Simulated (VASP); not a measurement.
Set up this calculation in VASP 6.6.1, as the native input.

```
Task                   : single point
Functional             : PBE
Potentials or basis    : VASP PAW PBE potentials, release 64 (Ni, Al)
Cutoff                 : 520 eV
k mesh                 : 8 × 8 × 8
Occupations            : gaussian, width 0.025 eV
Spin                   : collinear spin, ferromagnetic start
Starting moments       : [1.0, 1.0, 1.0, 0.0] μB
Dipole correction      : no
Further INCAR settings : ALGO = Normal; EDIFF = 1e-07; NBANDS = 28
```

The structure of AlNi3 lies in POSCAR:

```
AlNi3
1.0
    3.5230547267      0.0000000000      0.0000000000
    0.0000000000      3.5230547267      0.0000000000
    0.0000000000      0.0000000000      3.5230547267
Ni Al
3 1
Direct
    0.5000000000      0.5000000000      0.0000000000
    0.5000000000      0.0000000000      0.5000000000
    0.0000000000      0.5000000000      0.5000000000
    0.0000000000      0.0000000000      0.0000000000
```

The input as run:

INCAR

```
ALGO = Normal
EDIFF = 1E-7
ENCUT = 520
GGA = PE
ISIF = 2
ISMEAR = 0
ISPIN = 2
LASPH = True
LCHARG = False
LMAXMIX = 4
LORBIT = 11
LREAL = False
LWAVE = False
MAGMOM = 1 1 1 0
NBANDS = 28
NELM = 150
PREC = Accurate
SIGMA = 0.025
```

KPOINTS

```
k-points
0
Gamma
  8 8 8
```

Potentials or basis: VASP PAW PBE potentials, release 64 (Ni, Al).

Launch:

```console
$ cat potpaw_PBE.64/Ni/POTCAR potpaw_PBE.64/Al/POTCAR > POTCAR
$ mpirun -np 1 vasp_std > vasp.out
```

Results of the run:

| Quantity | Value |
| --- | --- |
| Pressure | 7.3 GPa |
| Net moment | 0.76 μB per cell |
| Site moments | Ni +0.27; Al -0.01 μB |
| Valence electrons inside the program's atomic spheres | Ni 9.45; Al 0.82 |

Run time: 2.6 min on 1 thread of Intel Xeon 8259CL (shared host), peak memory 0.21 GiB.
